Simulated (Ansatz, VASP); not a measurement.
## One calculation of As, two programs

```
As
1.0
     1.79419    1.03588    5.07465
    -1.79419    1.03588    5.07465
     0.00000   -2.07175    5.07465
As
2
Cartesian
  0.0000 0.0000 3.2198
  0.0000 0.0000 12.0041
```

Alike in both runs: functional r2SCAN; k mesh 18 × 18 × 18; occupations gaussian, width 0.1 eV; no spin polarisation.

Ansatz relaxed the structure, and its values are those at the end. VASP's run is a single point on that final structure, the one shown.

|  | VASP | Ansatz |
| --- | --- | --- |
| version | VASP 6.6.1 | Ansatz 0.2.0 |
| potentials or method | VASP PAW PBE potentials, release 64 (As), cutoff 550 eV | scalar-relativistic, plane waves, PAW |
| valence electrons in the cell | 10 | 30 |

```tsv
	VASP	Ansatz	Ansatz less VASP
gap on the k mesh at the Fermi level (eV)	0.57	0.59	+0.022
least direct gap on the mesh (eV)	1.19	1.24	+0.047
pressure (GPa)	0.2	0.0	-0.13
rms of the force components (eV/Å)	0.037	0.002	-0.0355
```

VASP's potentials were made for PBE, not for r2SCAN. The functional is the same, so the differences come from potentials, cutoffs and numerics. VASP's potentials hold 10 valence electrons a cell and Ansatz's 30, so a difference there can come from the potentials and not from the codes.
